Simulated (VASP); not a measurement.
# Tl2Se (fluorite type) (Fm-3m) in VASP: electric field gradients with PBE

Aim: the electric field gradients of Tl2Se (fluorite type) with PBE.

Everything below comes from runs of VASP 6.6.1. Logs are shortened: lines on timing, memory, paths and dates and some standing lists are left out, and cuts for length are marked.

### Step 1. The cell of the first run

Symmetry: Fm-3m, No. 225, cubic system. The conventional cell has a = 7.560 Å, b = 7.560 Å, c = 7.560 Å, α = 90.00°, β = 90.00°, γ = 90.00°. Se (site symmetry m-3m) has 8 Tl at 3.27 Å within 4.3 Å. Tl (site symmetry -43m) has 4 Se at 3.27 Å and 6 Tl at 3.78 Å within 4.3 Å.

### Step 2. Electric field gradients, PBE

Input file INCAR:

```
PREC = Accurate
ENCUT = 520
EDIFF = 1E-8
ISMEAR = -1
SIGMA = 0.03
LREAL = F
LASPH = T
NELM = 60
ALGO = Normal
ISIF = 2
LWAVE = F
LCHARG = F
GGA = PE
LEFG = T
NBANDS = 23
```

Input file KPOINTS:

```
regular mesh
0
Gamma
  10 10 10
```

Input file POSCAR:

```
Tl2Se
1.0
    0.0000000000      3.7798283956      3.7798283956
    3.7798283956      0.0000000000      3.7798283956
    3.7798283956      3.7798283956      0.0000000000
Se Tl
1 2
Direct
    0.0000000000      0.0000000000      0.0000000000
    0.2500000000      0.2500000000      0.2500000000
    0.7500000000      0.7500000000      0.7500000000
```

Potentials or basis: VASP PAW PBE potentials, release 64 (Se, Tl_d).

Command:

```console
> cat potpaw_PBE.64/Se/POTCAR potpaw_PBE.64/Tl_d/POTCAR > POTCAR
> mpirun -np 1 vasp_std > vasp.out
```

OUTCAR:

```text
PREC = Accurate
   ENCUT = 520
   EDIFF = 1E-8
   ISMEAR = -1
   LREAL = F
   LASPH = T
   NELM = 60
   ISIF = 2
   GGA = PE

 ion  position               nearest neighbor table
   1  0.000  0.000  0.000-   2 3.27   3 3.27   3 3.27   3 3.27   3 3.27   2 3.27   2 3.27   2 3.27

   2  0.250  0.250  0.250-   1 3.27   1 3.27   1 3.27   1 3.27   3 3.78   3 3.78   3 3.78   3 3.78
                             3 3.78   3 3.78
   3  0.750  0.750  0.750-   1 3.27   1 3.27   1 3.27   1 3.27   2 3.78   2 3.78   2 3.78   2 3.78
                             2 3.78   2 3.78

  LATTYP: Found a face centered cubic cell.
 ALAT       =     7.5596567912

  Lattice vectors:

 A1 = (   0.0000000000,   3.7798283956,   3.7798283956)
 A2 = (   3.7798283956,   0.0000000000,   3.7798283956)
 A3 = (   3.7798283956,   3.7798283956,   0.0000000000)

Analysis of symmetry for initial positions (statically):
=====================================================================
 Subroutine PRICEL returns:
 Original cell was already a primitive cell.

 Routine SETGRP: Setting up the symmetry group for a
 face centered cubic supercell.

 Subroutine GETGRP returns: Found 48 space group operations
 (whereof 48 operations were pure point group operations)
 out of a pool of 48 trial point group operations.

The static configuration has the point symmetry O_h .

Analysis of symmetry for dynamics (positions and initial velocities):
=====================================================================
 Subroutine PRICEL returns:
 Original cell was already a primitive cell.

 Routine SETGRP: Setting up the symmetry group for a
 face centered cubic supercell.

 Subroutine GETGRP returns: Found 48 space group operations
 (whereof 48 operations were pure point group operations)
 out of a pool of 48 trial point group operations.

The dynamic configuration has the point symmetry O_h .

 Subroutine INISYM returns: Found 48 space group operations
 (whereof 48 operations are pure point group operations),
 and found     1 'primitive' translations

----------------------------------------------------------------------------------------

                                     Primitive cell

  volume of cell :     108.0056

  direct lattice vectors                    reciprocal lattice vectors
     0.000000000  3.779828396  3.779828396    -0.132281138  0.132281138  0.132281138
     3.779828396  0.000000000  3.779828396     0.132281138 -0.132281138  0.132281138
     3.779828396  3.779828396  0.000000000     0.132281138  0.132281138 -0.132281138

  length of vectors
     5.345484581  5.345484581  5.345484581     0.229117651  0.229117651  0.229117651

  position of ions in fractional coordinates (direct lattice)
     0.000000000  0.000000000  0.000000000
     0.250000000  0.250000000  0.250000000
     0.750000000  0.750000000  0.750000000

  ion indices of the primitive-cell ions
   primitive index   ion index
                 1           1
                 2           2
                 3           3

----------------------------------------------------------------------------------------

 KPOINTS: regular mesh

Automatic generation of k-mesh.
 Grid dimensions read from file:
 generate k-points for:   10   10   10

 Generating k-lattice:

  Cartesian coordinates                     Fractional coordinates (reciprocal lattice)
    -0.013228114  0.013228114  0.013228114     0.100000000  0.000000000  0.000000000
     0.013228114 -0.013228114  0.013228114     0.000000000  0.100000000  0.000000000
     0.013228114  0.013228114 -0.013228114     0.000000000  0.000000000  0.100000000

  Length of vectors
     0.022911765  0.022911765  0.022911765

  Shift w.r.t. Gamma in fractional coordinates (k-lattice)
     0.000000000  0.000000000  0.000000000

 Subroutine IBZKPT returns following result:
 ===========================================

 Found     47 irreducible k-points:

 Following reciprocal coordinates:
            Coordinates               Weight
  0.000000  0.000000  0.000000      1.000000
  0.100000  0.000000  0.000000      8.000000
  0.200000  0.000000  0.000000      8.000000
  0.300000  0.000000  0.000000      8.000000
  0.400000  0.000000  0.000000      8.000000
  0.500000  0.000000  0.000000      4.000000
[... 16 lines left out ...]
  0.300000  0.300000  0.000000      6.000000
  0.400000  0.300000  0.000000     24.000000
 [... further k-points ...]
   k-points           NKPTS =     47   k-points in BZ     NKDIM =     47   number of bands    NBANDS=     23
   number of dos      NEDOS =    301   number of ions     NIONS =      3
   total plane-waves  NPLWV =  64000
   dimension x,y,z NGX =    40 NGY =   40 NGZ =   40
   dimension x,y,z NGXF=    80 NGYF=   80 NGZF=   80
   ions per type =               1   2
   NGX,Y,Z   is equivalent  to a cutoff of  12.44, 12.44, 12.44 a.u.
   NGXF,Y,Z  is equivalent  to a cutoff of  24.88, 24.88, 24.88 a.u.
 SYSTEM =  unknown system
   PREC   = accura    normal or accurate (medium, high low for compatibility)
   ISTART =      0    job   : 0-new  1-cont  2-samecut
   ICHARG =      2    charge: 1-file 2-atom 10-const
   ISPIN  =      1    spin polarized calculation?
   LNONCOLLINEAR =      F non collinear calculations
   LSORBIT =      F    spin-orbit coupling
   LASPH  =      T    aspherical Exc in radial PAW
   ENCUT  =  520.0 eV  38.22 Ry    6.18 a.u.   9.94  9.94  9.94*2*pi/ulx,y,z
   NELM   =     60;   NELMIN=  2; NELMDL= -5     # of ELM steps
   EDIFF  = 0.1E-07   stopping-criterion for ELM
   LREAL  =      F    real-space projection
   EDIFFG = 0.1E-06   stopping-criterion for IOM
   NSW    =      0    number of steps for IOM
   IBRION =     -1    ionic relax: 0-MD 1-quasi-New 2-CG
   NFREE  =      0    steps in history (QN), initial steepest desc. (CG)
   ISIF   =      2    stress and relaxation
   ISYM   =      2    0-nonsym 1-usesym 2-fastsym
   POTIM  = 0.5000    time-step for ionic-motion
   TEBEG  =    0.0;   TEEND  =   0.0 temperature during run
   PSTRESS=    0.0 pullay stress
   NELECT =      32.0000    total number of electrons
   NUPDOWN=      -1.0000    fix difference up-down
   EMIN   =  10.00;   EMAX   =-10.00  energy-range for DOS
   EFERMI =   0.00;   METHOD = LEGACY
   ISMEAR =    -1;   SIGMA  =   0.03  broadening in eV -4-tet -1-fermi 0-gaus
   EFERMI_NEDOS =   21; number of points for ismear=-14 and -15
   IALGO  =     38    algorithm
   IMIX   =      4    mixing-type and parameters
     AMIX     =   0.40;   BMIX     =  1.00
     AMIX_MAG =   1.60;   BMIX_MAG =  1.00
  volume/ion in A,a.u.               =      36.00       242.95
  Fermi-wavevector in a.u.,A,eV,Ry     =   1.091380  2.062410 16.206046  1.191111
  Thomas-Fermi vector in A             =   2.227624
   LORBIT       =      0    0 simple, 1 ext, 2 COOP (PROOUT), +10 PAW based schemes
   GGA     = PE    functional components
   LHFCALC =     F    Hartree Fock is set to
   AEXX    =    0.0000 exact exchange contribution
   IVDW    =     0    specifies the selected vdW correction
   LEPSILON=     F    determine dielectric tensor
   LRPA    =     F    only Hartree local field effects (RPA)
 non-spin polarized calculation
  energy-cutoff  :      520.00
  volume of cell :      108.01
 maximum number of plane-waves:      2934
   NGX = 19   NGY = 19   NGZ = 19

 number of electron      32.0000009 magnetization

 Free energy of the ion-electron system (eV)
  ---------------------------------------------------
  ext. energy  EPLUGINS =         0.00000000
  ---------------------------------------------------
  free energy    TOTEN  =        -8.88966633 eV

  energy without entropy =       -8.88903957  energy(sigma->0) =       -8.88935295

 E-fermi :   3.3899     XC(G=0):  -8.4207

 val. band max:        3.3296418454   @ k =  -0.4000   0.5000   0.1000
 cond. band min:       3.4446891108   @ k =  -0.4000   0.5000   0.1000
 fundamental gap:      0.1150472654
 Fermi energy:         3.3899141121

 k-point     1 :       0.0000    0.0000    0.0000
  band No.  band energies     occupation
      1      -9.0658      2.00000
      2      -8.0254      2.00000
      3      -8.0254      2.00000
      4      -7.9522      2.00000
      5      -7.9522      2.00000
      6      -7.9522      2.00000
[... 613 lines left out ...]
     22       9.0441      0.00000
     23      10.3595      0.00000

 [... further k-points ...]

------------------------ aborting loop because EDIFF is reached ----------------------------------------

  FORCE on cell =-STRESS in cart. coord.  units (eV):
  Direction    XX          YY          ZZ          XY          YZ          ZX
  --------------------------------------------------------------------------------------
  -------------------------------------------------------------------------------------
  Total        0.0033349      0.0033349      0.0033349     -0.0000000     -0.0000000      0.0000000
  in kB        0.0494700      0.0494700      0.0494700     -0.0000000     -0.0000000      0.0000000
  external PRESSURE =       0.0494700 kB  Pullay stress =       0.0000000 kB

 VOLUME and BASIS-vectors are now :
 -----------------------------------------------------------------------------
  energy-cutoff  :      520.00
  volume of cell :      108.01
      direct lattice vectors                 reciprocal lattice vectors
     0.000000000  3.779828396  3.779828396    -0.132281138  0.132281138  0.132281138
     3.779828396  0.000000000  3.779828396     0.132281138 -0.132281138  0.132281138
     3.779828396  3.779828396  0.000000000     0.132281138  0.132281138 -0.132281138

 POSITION                                       TOTAL-FORCE (eV/Angst)
 -----------------------------------------------------------------------------------
      0.00000      0.00000      0.00000        -0.000000     -0.000000     -0.000000
      1.88991      1.88991      1.88991         0.000000      0.000000     -0.000000
      5.66974      5.66974      5.66974        -0.000000     -0.000000      0.000000
 -----------------------------------------------------------------------------------
    total drift:                               -0.000000     -0.000000      0.000000

  FREE ENERGIE OF THE ION-ELECTRON SYSTEM (eV)
  ---------------------------------------------------
  free  energy   TOTEN  =        -8.8896663286 eV

  energy  without entropy=       -8.8890395714  energy(sigma->0) =       -8.88935295

 Electric field gradients (V/A^2)
---------------------------------------------------------------------
 ion       V_xx      V_yy      V_zz      V_xy      V_xz      V_yz
---------------------------------------------------------------------
   1       0.000     0.000    -0.000    -0.000    -0.000    -0.000
   2      -0.000    -0.000     0.000    -0.000    -0.000    -0.000
   3      -0.000    -0.000     0.000    -0.000    -0.000    -0.000
---------------------------------------------------------------------

 Electric field gradients after diagonalization (V/A^2)
 (convention: |V_zz| > |V_xx| > |V_yy|)
----------------------------------------------------------------------
 ion       V_xx      V_yy      V_zz     asymmetry (V_yy - V_xx)/ V_zz
----------------------------------------------------------------------
   1       0.000     0.000    -0.000       0.000
   2       0.000     0.000    -0.001       0.000
   3       0.000     0.000    -0.001       0.000
----------------------------------------------------------------------

           NMR quadrupolar parameters

 Cq : quadrupolar parameter    Cq=e*Q*V_zz/h
 eta: asymmetry parameters     (V_yy - V_xx)/ V_zz
 Q  : nuclear electric quadrupole moment in mb (millibarn)
----------------------------------------------------------------------
 ion       Cq(MHz)       eta       Q (mb)
----------------------------------------------------------------------
   1      -0.000       0.000       1.000
   2      -0.000       0.000       1.000
   3      -0.000       0.000       1.000
----------------------------------------------------------------------
```

Run time: 1.8 min. Hardware: 1 thread of Oxide Virtual Turin-like, shared host; peak memory 0.26 GiB.

What came out:

```
Free energy            : -8.8897 eV
Pressure               : 0.0 GPa
Band gap on the k mesh : 0.12 eV, direct
```

Levels at points of the mesh, in eV from the valence-band top:
| k point | band 14 | band 15 | band 16 | band 17 | band 18 | band 19 |
| --- | --- | --- | --- | --- | --- | --- |
| (0.00, 0.00, 0.00) | -1.73 | -1.73 | -1.73 | 1.09 | 1.09 | 1.09 |
| (0.50, 0.00, 0.00) | -2.17 | -2.17 | -0.29 | 1.89 | 1.89 | 3.04 |
| (0.50, 0.50, 0.00) | -2.89 | -2.89 | -0.27 | 0.33 | 3.45 | 3.45 |

Caveat: without QUAD_EFG the Cq values of the log hold for a quadrupole moment of 1 mb, not for the nuclei; spin-orbit coupling is left out, which moves the levels of the heavy elements. A k mesh can miss the band edges.
